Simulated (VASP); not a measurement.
A run of VASP 6.6.1 is set up as follows.

The input POSCAR:

```
Rh
1.0
   -1.5092612352      1.5092612352      1.5092612352
    1.5092612352     -1.5092612352      1.5092612352
    1.5092612352      1.5092612352     -1.5092612352
Rh
1
Direct
    0.0000000000      0.0000000000      0.0000000000
```

INCAR.step1

```
SYSTEM = Rh
PREC = Accurate
ENCUT = 600
ISMEAR = -1
SIGMA = 0.05
LREAL = .False.
LASPH = .True.
NELM = 150
ISPIN = 2
MAGMOM = 1
LMAXMIX = 4
GGA = PE
ALGO = Normal
EDIFF = 1E-4
LWAVE = .True.
LCHARG = .False.
```

The input INCAR.step2:

```
SYSTEM = Rh
PREC = Accurate
ENCUT = 600
EDIFF = 1E-6
ISMEAR = -1
SIGMA = 0.05
LREAL = .False.
LASPH = .True.
NELM = 150
ALGO = Normal
ISIF = 3
LWAVE = .False.
LCHARG = .False.
ISPIN = 2
MAGMOM = 1
LORBIT = 11
LMAXMIX = 4
METAGGA = R2SCAN
LMIXTAU = .True.
IBRION = 2
NSW = 80
EDIFFG = -0.01
ISTART = 1
```

Contents of KPOINTS:

```
regular mesh
0
Gamma
  15 15 15
  0 0 0
```

Potentials or basis: VASP PAW PBE potentials, release 64 (Rh_pv).

The run is started by

```sh
$ cat potpaw_PBE.64/Rh_pv/POTCAR > POTCAR
$ cp INCAR.step1 INCAR
$ mpirun -np 1 vasp_std > vasp.out
$ cp INCAR.step2 INCAR
$ mpirun -np 1 vasp_std > vasp.out
```

(1) What does it give for the site moments?

(2) What does it give for the space group after relaxing (to 0.05 Å)?

(3) Predict the relaxed cell.

(4) Estimate the net moment.

## Answers

(1) Rh +0.95 μB.

(2) Im-3m (No. 229).

(3) a = 2.652 Å, b = 2.652 Å, c = 2.652 Å, α = 109.47°, β = 109.47°, γ = 109.47°.

(4) 0.93 μB per cell.
